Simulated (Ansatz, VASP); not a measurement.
## Pd: VASP beside Ansatz

```xyz
1
Lattice="0.0000 1.8676 1.8676 1.8676 0.0000 1.8676 1.8676 1.8676 0.0000" Properties=species:S:1:pos:R:3 pbc="T T T"
Pd    0.0000    0.0000    0.0000
```

Alike in both runs: task single point; functional LDA; k mesh 23 × 23 × 23; occupations fermi-dirac, width 0.05 eV; collinear spin.

|  | VASP | Ansatz |
| --- | --- | --- |
| version | VASP 6.6.1 | Ansatz 0.2.0 |
| potentials or method | VASP PAW LDA potentials, release 64 (Pd), cutoff 520 eV | plane waves (420 eV) with PAW, scalar-relativistic |
| valence electrons in the cell | 10 | 18 |

|  | VASP | Ansatz | Ansatz less VASP |
| --- | --- | --- | --- |
| pressure (GPa) | 23.7 | 23.3 | -0.37 |
| net moment per atom (μB) | 0.00 | 0.00 | 0.000 |

Ansatz warns that its potentials were made for another functional, while VASP's fit it. LDA's correlation is that of Perdew and Zunger in VASP and of Perdew and Wang (1992) in Ansatz. VASP's potentials hold 10 valence electrons a cell and Ansatz's 18, so a difference there can come from the potentials and not from the codes. Ansatz's warnings: seeded moment not kept.
